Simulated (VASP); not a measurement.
## Mo: single point with PBEsol

The system is Mo.

```xyz
2
Lattice="2.7316 0.0000 0.0000 -1.3658 2.3656 0.0000 0.0000 0.0000 4.8203" Properties=species:S:1:pos:R:3 pbc="T T T"
Mo    0.0000    1.5771    1.2051
Mo    1.3658    0.7885    3.6152
```

This isn't the form of Mo at room conditions, which is bcc.

```yaml
Program: VASP 6.6.1
Task: single point
Functional: PBEsol
Potentials_or_basis: VASP PAW PBE potentials, release 64 (Mo_sv)
Cutoff: 520 eV
k_mesh: 9 × 9 × 6
Occupations: gaussian, width 0.1 eV
Spin: no spin polarisation
```

```
Pressure               : 0.6 GPa
Band gap on the k mesh : zero (bands 14 and 15 overlap by 1.93 eV)
```

Stress tensor (GPa, compression positive):
```
0.57 0.00 0.00
0.00 0.57 0.00
0.00 0.00 0.66
```

Levels at points of the mesh, in eV from the Fermi level:
```csv
k point,band 12,band 13,band 14,band 15,band 16,band 17
"(0.00, 0.00, 0.00)",-0.71,-0.71,-0.17,-0.17,0.72,1.44
"(0.00, 0.00, 0.50)",-1.93,-0.68,-0.68,-0.68,-0.68,2.81
```

Run time: 24 s on 1 thread of Intel(R) Xeon(R) Platinum 8375C CPU @ 2.90GHz (Ice Lake), with other jobs on the host, peak memory 0.15 GiB.

Caveat: the PAW data sets were made with another functional, which shifts forces and pressure a little.
